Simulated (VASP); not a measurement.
A run of VASP 6.6.1:

Contents of POSCAR:

```
Si2W
1.0
   -1.6069000000      1.6069000000      3.9149500000
    1.6069000000     -1.6069000000      3.9149500000
    1.6069000000      1.6069000000     -3.9149500000
W Si
1 2
Direct
    0.0000000000      0.0000000000      0.0000000000
    0.6653000000      0.6653000000      0.0000000000
    0.3347000000      0.3347000000      0.0000000000
```

INCAR.step1

```
  ALGO = Normal
  EDIFF = 1E-4
  ENCUT = 520
  GGA = PE
  ISMEAR = -1
  LASPH = True
  LCHARG = False
  LREAL = False
  LWAVE = True
  NBANDS = 18
  NELM = 80
  PREC = Accurate
  SIGMA = 0.05
```

Contents of INCAR.step2:

```
  ALGO = Normal
  EDIFF = 1E-6
  ENCUT = 520
  ISIF = 2
  ISMEAR = -1
  ISTART = 1
  LASPH = True
  LCHARG = False
  LMIXTAU = True
  LREAL = False
  LWAVE = False
  METAGGA = R2SCAN
  NBANDS = 18
  NELM = 80
  PREC = Accurate
  SIGMA = 0.05
```

Contents of KPOINTS:

```
k-points
0
Gamma
  12 12 12
```

Potentials or basis: VASP PAW PBE potentials, release 64 (W_sv, Si).

The run is started by

```console
$ cat potpaw_PBE.64/W_sv/POTCAR potpaw_PBE.64/Si/POTCAR > POTCAR
$ cp INCAR.step1 INCAR
$ mpirun -np 1 vasp_std > vasp.out
$ cp INCAR.step2 INCAR
$ mpirun -np 1 vasp_std > vasp.out
```

Hardware: 1 thread of AMD EPYC 9R45 96-Core Processor (Zen 5), with other jobs on the host.

Problem. How long does it take, and how much memory?

Solution. Run time: 8 min on 1 thread of AMD EPYC 9R45 96-Core Processor (Zen 5) (shared host), peak memory 0.26 GiB. Counts: k points 163.
